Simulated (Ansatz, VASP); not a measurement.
# Na in VASP and in Ansatz

File INCAR:

```
PREC = Accurate
ENCUT = 600
EDIFF = 1E-7
ISMEAR = -1
SIGMA = 0.1
LREAL = F
LASPH = T
NELM = 100
ALGO = Normal
ISIF = 3
LWAVE = F
LCHARG = F
GGA = RP
IBRION = 2
NSW = 80
EDIFFG = -0.01
```

KPOINTS

```
Automatic mesh
0
Gamma
  9 9 9
```

Contents of POSCAR:

```
Na
1.0
    3.4405243290      0.0000000000      0.0000000000
    0.0000000000      3.4405243290      0.0000000000
    0.0000000000      0.0000000000      3.4405243290
Na
1
Direct
    0.0000000000      0.0000000000      0.0000000000
```

Input for Ansatz:

```yaml
crystal:
  lattice:
    - [3.440524329, 0.0, 0.0]
    - [0.0, 3.440524329, 0.0]
    - [0.0, 0.0, 3.440524329]
  atoms:
    - { symbol: Na, position: [0.0, 0.0, 0.0] }
hamiltonian:
  xc: rpbe
  pseudopotentials:
    kind: paw
    azcp:
      Na: "pseudopotentials/Na.paw.azcp"
basis:
  ecutwfc: 420
  fft_grid_basis: typed
kpoints:
  mp_grid: { grid: [9, 9, 9], shift: [0, 0, 0] }
magnetization:
  spin_polarized: false
scf:
  occupations: { method: fermi_dirac, width: 0.1 }
relax:
  max_steps: 60
  f_tol: 0.01
  cell: {}
```

Alike in both runs: task relaxation of cell and atoms; functional RPBE; k mesh 9 × 9 × 9; occupations fermi-dirac, width 0.1 eV; no spin polarisation.

|  | VASP | Ansatz |
| --- | --- | --- |
| version | VASP 6.6.1 | Ansatz 0.2.0 |
| potentials or method | VASP PAW PBE potentials, release 64 (Na_pv), cutoff 600 eV | plane waves (420 eV) with PAW, scalar-relativistic |
| valence electrons in the cell | 7 | 9 |

```csv
,VASP,Ansatz,Ansatz less VASP
relaxed volume (Å³/atom),42.70,42.47,-0.228
relaxed cell length with the largest relative difference (Å),3.495,3.489,-0.0062
```

VASP's potentials were made for PBE, not for RPBE. VASP's potentials hold 7 valence electrons a cell and Ansatz's 9, so a difference there can come from the potentials and not from the codes.
